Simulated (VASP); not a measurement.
# TiO2 in VASP: notebook

TiO2 is run at these levels: PBE+U; tasks: single point.

Everything below comes from runs of VASP 6.6.1. Logs are shortened: lines on timing, memory, paths and dates and some standing lists are left out, and cuts for length are marked.

## 1. The cell of the first run

The typed cell holds 6 atoms: a = 3.878 Å, b = 3.878 Å, c = 5.673 Å, α = 109.98°, β = 109.98°, γ = 90.00°.

## 2. Single point, PBE+U

File INCAR:

```
SYSTEM = TiO2
ALGO = Normal
EDIFF = 1E-7
ENCUT = 520
GGA = PE
ISIF = 2
ISMEAR = 0
LASPH = .True.
LCHARG = .True.
LDAU = .True.
LDAUJ = 0 0
LDAUL = 2 -1
LDAUPRINT = 1
LDAUTYPE = 2
LDAUU = 4 0
LELF = .True.
LMAXMIX = 4
LREAL = .False.
LVHAR = .True.
LWAVE = .False.
NBANDS = 33
NELM = 150
PREC = Accurate
SIGMA = 0.05
```

File KPOINTS:

```
k-points
0
Gamma
  6 6 6
  0 0 0
```

File POSCAR:

```
TiO2
1.0
    2.7418066933     -2.7418828846     -0.0204594682
    2.7418066933      2.7418828846     -0.0204594682
   -2.7046110895      0.0000000000      4.9872511229
Ti O
2 4
Direct
    0.1250069486      0.8749930514      0.2500000000
    0.8749930514      0.1250069486      0.7500000000
    0.3302226688      0.0802459441      0.6604550595
    0.6697773312      0.9197540559      0.3395449405
    0.9197540559      0.6697773312      0.8395449405
    0.0802459441      0.3302226688      0.1604550595
```

Potentials or basis: VASP PAW PBE potentials, release 64 (Ti_sv, O).

On the command line:

```console
$ cat potpaw_PBE.64/Ti_sv/POTCAR potpaw_PBE.64/O/POTCAR > POTCAR
$ mpirun -np 1 vasp_std > vasp.out
```

OUTCAR:

```text
SYSTEM = TiO2
   EDIFF = 1E-7
   ENCUT = 520
   GGA = PE
   ISIF = 2
   ISMEAR = 0
   LASPH = .True.
   LREAL = .False.
   NELM = 150
   PREC = Accurate

 ion  position               nearest neighbor table
   1  0.125  0.875  0.250-   4 1.99   6 1.99   4 1.99   6 1.99   3 2.04   5 2.04
   2  0.875  0.125  0.750-   3 1.99   5 1.99   5 1.99   3 1.99   6 2.04   4 2.04
   3  0.330  0.080  0.660-   2 1.99   2 1.99   1 2.04
   4  0.670  0.920  0.340-   1 1.99   1 1.99   2 2.04
   5  0.920  0.670  0.840-   2 1.99   2 1.99   1 2.04
   6  0.080  0.330  0.160-   1 1.99   1 1.99   2 2.04

  LATTYP: Found a base centered monoclinic cell.
 ALAT       =     5.4837660538
 B/A-ratio  =     0.9999999481
 C/A-ratio  =     1.0345830160
 COS(beta)  =    -0.4832630161

  Lattice vectors:

 A1 = (   2.7418066933,  -2.7418828846,  -0.0204594682)
 A2 = (   2.7418066933,   2.7418828846,  -0.0204594682)
 A3 = (  -2.7046110895,   0.0000000000,   4.9872511229)

Analysis of symmetry for initial positions (statically):
=====================================================================
 Subroutine PRICEL returns:
 Original cell was already a primitive cell.

 Routine SETGRP: Setting up the symmetry group for a
 base centered monoclinic supercell.

 Subroutine GETGRP returns: Found  4 space group operations
 (whereof  2 operations were pure point group operations)
 out of a pool of  4 trial point group operations.

The static configuration has the point symmetry S_2 .
 The point group associated with its full space group is C_2h.

Analysis of symmetry for dynamics (positions and initial velocities):
=====================================================================
 Subroutine PRICEL returns:
 Original cell was already a primitive cell.

 Routine SETGRP: Setting up the symmetry group for a
 base centered monoclinic supercell.

 Subroutine GETGRP returns: Found  4 space group operations
 (whereof  2 operations were pure point group operations)
 out of a pool of  4 trial point group operations.

The dynamic configuration has the point symmetry S_2 .
 The point group associated with its full space group is C_2h.

 Subroutine INISYM returns: Found  4 space group operations
 (whereof  2 operations are pure point group operations),
 and found     1 'primitive' translations

----------------------------------------------------------------------------------------

                                     Primitive cell

  volume of cell :      74.6820

  direct lattice vectors                    reciprocal lattice vectors
     2.741806693 -2.741882885 -0.020459468     0.183102468 -0.182356439  0.099297379
     2.741806693  2.741882885 -0.020459468     0.183102468  0.182356439  0.099297379
    -2.704611090  0.000000000  4.987251123     0.001502302  0.000000000  0.201325965

  length of vectors
     3.877608062  3.877608062  5.673411223     0.276839943  0.276839943  0.201331570

  position of ions in fractional coordinates (direct lattice)
     0.125006949  0.874993051  0.250000000
     0.874993051  0.125006949  0.750000000
     0.330222669  0.080245944  0.660455060
     0.669777331  0.919754056  0.339544940
     0.919754056  0.669777331  0.839544940
     0.080245944  0.330222669  0.160455060

  ion indices of the primitive-cell ions
   primitive index   ion index
                 1           1
                 2           2
                 3           3
[... 109 lines left out ...]
   LRPA    =     F    only Hartree local field effects (RPA)
 non-spin polarized calculation
 Gauss-broadening in eV      SIGMA  =   0.05
  energy-cutoff  :      520.00
  volume of cell :       74.68
 maximum number of plane-waves:      2029
 NGX is ok and might be reduce to    30
   NGX = 15   NGY = 15   NGZ = 21

atom =   1  type =  1  l = 2

 onsite density matrix

spin component  1

  0.2361 -0.0010  0.0000  0.0000 -0.0000
 -0.0010  0.0960 -0.0000  0.0000 -0.0000
  0.0000 -0.0000  0.2368  0.0018  0.0000
  0.0000  0.0000  0.0018  0.0960 -0.0000
 -0.0000 -0.0000  0.0000 -0.0000  0.1022

spin component  2

  0.2361 -0.0010  0.0000  0.0000 -0.0000
 -0.0010  0.0960 -0.0000  0.0000 -0.0000
  0.0000 -0.0000  0.2368  0.0018  0.0000
  0.0000  0.0000  0.0018  0.0960 -0.0000
 -0.0000 -0.0000  0.0000 -0.0000  0.1022

 occupancies and eigenvectors

  o =  0.0960  v =  0.0000  0.0000  0.0130 -0.9999 -0.0079  0.0000  0.0000  0.0000  0.0000  0.0000      0.0000  0.0000  0.0000  0.0000  0.0000  0.0000  0.0000  0.0000  0.0000  0.0000
  o =  0.0960  v =  0.0000  0.0000  0.0000  0.0000  0.0000  0.0000  0.0000  0.0130 -0.9999 -0.0079      0.0000  0.0000  0.0000  0.0000  0.0000  0.0000  0.0000  0.0000  0.0000  0.0000
  o =  0.0960  v =  0.0000  0.0000  0.0000  0.0000  0.0000  0.0075  1.0000 -0.0000  0.0000  0.0000      0.0000  0.0000  0.0000  0.0000  0.0000  0.0000  0.0000  0.0000  0.0000  0.0000
  o =  0.0960  v =  0.0075  1.0000 -0.0000  0.0000  0.0000  0.0000  0.0000  0.0000  0.0000  0.0000      0.0000  0.0000  0.0000  0.0000  0.0000  0.0000  0.0000  0.0000  0.0000  0.0000
  o =  0.1022  v =  0.0000 -0.0000  0.0001 -0.0079  1.0000  0.0000  0.0000  0.0000  0.0000  0.0000      0.0000  0.0000  0.0000  0.0000  0.0000  0.0000  0.0000  0.0000  0.0000  0.0000
  o =  0.1022  v =  0.0000  0.0000  0.0000  0.0000  0.0000  0.0000 -0.0000  0.0001 -0.0079  1.0000      0.0000  0.0000  0.0000  0.0000  0.0000  0.0000  0.0000  0.0000  0.0000  0.0000
  o =  0.2361  v = -1.0000  0.0075  0.0000  0.0000  0.0000  0.0000  0.0000  0.0000  0.0000  0.0000      0.0000  0.0000  0.0000  0.0000  0.0000  0.0000  0.0000  0.0000  0.0000  0.0000
  o =  0.2361  v =  0.0000  0.0000  0.0000  0.0000  0.0000 -1.0000  0.0075  0.0000  0.0000  0.0000      0.0000  0.0000  0.0000  0.0000  0.0000  0.0000  0.0000  0.0000  0.0000  0.0000
  o =  0.2369  v = -0.0000  0.0000 -0.9999 -0.0130 -0.0000  0.0000  0.0000  0.0000  0.0000  0.0000      0.0000  0.0000  0.0000  0.0000  0.0000  0.0000  0.0000  0.0000  0.0000  0.0000
  o =  0.2369  v =  0.0000  0.0000  0.0000  0.0000  0.0000 -0.0000  0.0000 -0.9999 -0.0130 -0.0000      0.0000  0.0000  0.0000  0.0000  0.0000  0.0000  0.0000  0.0000  0.0000  0.0000

atom =   2  type =  1  l = 2

 onsite density matrix

spin component  1

  0.2361 -0.0010  0.0000  0.0000 -0.0000
 -0.0010  0.0960 -0.0000  0.0000 -0.0000
  0.0000 -0.0000  0.2368  0.0018  0.0000
  0.0000  0.0000  0.0018  0.0960 -0.0000
 -0.0000 -0.0000  0.0000 -0.0000  0.1022

spin component  2

  0.2361 -0.0010  0.0000  0.0000 -0.0000
 -0.0010  0.0960 -0.0000  0.0000 -0.0000
  0.0000 -0.0000  0.2368  0.0018  0.0000
  0.0000  0.0000  0.0018  0.0960 -0.0000
 -0.0000 -0.0000  0.0000 -0.0000  0.1022

 occupancies and eigenvectors

  o =  0.0960  v =  0.0000  0.0000  0.0130 -0.9999 -0.0079  0.0000  0.0000  0.0000  0.0000  0.0000      0.0000  0.0000  0.0000  0.0000  0.0000  0.0000  0.0000  0.0000  0.0000  0.0000
  o =  0.0960  v =  0.0000  0.0000  0.0000  0.0000  0.0000  0.0000  0.0000  0.0130 -0.9999 -0.0079      0.0000  0.0000  0.0000  0.0000  0.0000  0.0000  0.0000  0.0000  0.0000  0.0000
  o =  0.0960  v =  0.0000  0.0000  0.0000  0.0000  0.0000  0.0075  1.0000 -0.0000  0.0000  0.0000      0.0000  0.0000  0.0000  0.0000  0.0000  0.0000  0.0000  0.0000  0.0000  0.0000
  o =  0.0960  v =  0.0075  1.0000 -0.0000  0.0000  0.0000  0.0000  0.0000  0.0000  0.0000  0.0000      0.0000  0.0000  0.0000  0.0000  0.0000  0.0000  0.0000  0.0000  0.0000  0.0000
  o =  0.1022  v =  0.0000 -0.0000  0.0001 -0.0079  1.0000  0.0000  0.0000  0.0000  0.0000  0.0000      0.0000  0.0000  0.0000  0.0000  0.0000  0.0000  0.0000  0.0000  0.0000  0.0000
  o =  0.1022  v =  0.0000  0.0000  0.0000  0.0000  0.0000  0.0000 -0.0000  0.0001 -0.0079  1.0000      0.0000  0.0000  0.0000  0.0000  0.0000  0.0000  0.0000  0.0000  0.0000  0.0000
  o =  0.2361  v = -1.0000  0.0075  0.0000  0.0000  0.0000  0.0000  0.0000  0.0000  0.0000  0.0000      0.0000  0.0000  0.0000  0.0000  0.0000  0.0000  0.0000  0.0000  0.0000  0.0000
  o =  0.2361  v =  0.0000  0.0000  0.0000  0.0000  0.0000 -1.0000  0.0075  0.0000  0.0000  0.0000      0.0000  0.0000  0.0000  0.0000  0.0000  0.0000  0.0000  0.0000  0.0000  0.0000
  o =  0.2369  v = -0.0000  0.0000 -0.9999 -0.0130 -0.0000  0.0000  0.0000  0.0000  0.0000  0.0000      0.0000  0.0000  0.0000  0.0000  0.0000  0.0000  0.0000  0.0000  0.0000  0.0000
  o =  0.2369  v =  0.0000  0.0000  0.0000  0.0000  0.0000 -0.0000  0.0000 -0.9999 -0.0130 -0.0000      0.0000  0.0000  0.0000  0.0000  0.0000  0.0000  0.0000  0.0000  0.0000  0.0000

 number of electron      47.9999988 magnetization

 Free energy of the ion-electron system (eV)
  ---------------------------------------------------
  ext. energy  EPLUGINS =         0.00000000
  ---------------------------------------------------
  free energy    TOTEN  =       -48.49251923 eV

  energy without entropy =      -48.49251923  energy(sigma->0) =      -48.49251923

 E-fermi :   3.0859     XC(G=0): -10.2814

 val. band max:        2.7671937472   @ k =   0.5000   0.5000  -0.0000
 cond. band min:       5.3498635183   @ k =   0.0000   0.0000   0.0000
 fundamental gap:      2.5826697711
 Fermi energy:         3.0859040586

 k-point     1 :       0.0000    0.0000    0.0000
  band No.  band energies     occupation
      1     -54.9182      2.00000
      2     -54.8830      2.00000
      3     -31.2115      2.00000
      4     -31.0478      2.00000
      5     -31.0478      2.00000
      6     -31.0032      2.00000
[... 853 lines left out ...]
     32       8.3897      0.00000
     33       8.4947      0.00000

 [... further k-points ...]

------------------------ aborting loop because EDIFF is reached ----------------------------------------

  FORCE on cell =-STRESS in cart. coord.  units (eV):
  Direction    XX          YY          ZZ          XY          YZ          ZX
  --------------------------------------------------------------------------------------
  -------------------------------------------------------------------------------------
  Total       -2.1158738     -2.1155891     -2.7748137      0.0000000      0.0000000     -0.0049812
  in kB      -45.3925311    -45.3864240    -59.5289836      0.0000000      0.0000000     -0.1068636
  external PRESSURE =     -50.1026462 kB  Pullay stress =       0.0000000 kB

 VOLUME and BASIS-vectors are now :
 -----------------------------------------------------------------------------
  energy-cutoff  :      520.00
  volume of cell :       74.68
      direct lattice vectors                 reciprocal lattice vectors
     2.741806693 -2.741882885 -0.020459468     0.183102468 -0.182356439  0.099297379
     2.741806693  2.741882885 -0.020459468     0.183102468  0.182356439  0.099297379
    -2.704611090  0.000000000  4.987251123     0.001502302  0.000000000  0.201325965

 POSITION                                       TOTAL-FORCE (eV/Angst)
 -----------------------------------------------------------------------------------
      2.06565      2.05637      1.22635        -0.000000      0.000073      0.000000
      0.71335     -2.05637      3.71998        -0.000000     -0.000073      0.000000
     -0.66085     -0.68541      3.28546        -0.000838     -0.000120     -0.099005
      3.43985      0.68541      1.66087         0.000838      0.000120      0.099005
      2.08755     -0.68541      4.15450         0.000838     -0.000120      0.099005
      0.69146      0.68541      0.79183        -0.000838      0.000120     -0.099005
 -----------------------------------------------------------------------------------
    total drift:                               -0.000000     -0.000000      0.000000

  FREE ENERGIE OF THE ION-ELECTRON SYSTEM (eV)
  ---------------------------------------------------
  free  energy   TOTEN  =       -48.4925192327 eV

  energy  without entropy=      -48.4925192327  energy(sigma->0) =      -48.49251923
```

It took 3.4 min on 1 thread of Intel Xeon 6975P-C, shared host; peak memory 0.27 GiB.

Results:

* Free energy: -48.4925 eV
* Pressure: -5.0 GPa
* Largest force: 0.099 eV/Å
* Band gap on the k mesh: 2.58 eV, indirect (least direct gap 2.82 eV)

Forces in eV/Å, atoms in the order of the input:
```
Ti   0.000  0.000  0.000
Ti   0.000  0.000  0.000
O   -0.001  0.000 -0.099
O    0.001  0.000  0.099
O    0.001  0.000  0.099
O   -0.001  0.000 -0.099
```

Eigenvalues of the final occupation matrices:
```
    site  spin  trace               eigenvalues
site 1 d     1   0.77  0.10 0.10 0.10 0.24 0.24
site 1 d     2   0.77  0.10 0.10 0.10 0.24 0.24
site 2 d     1   0.77  0.10 0.10 0.10 0.24 0.24
site 2 d     2   0.77  0.10 0.10 0.10 0.24 0.24
```

A k mesh can miss the band edges.

(Part 1 of 3 ends here.)
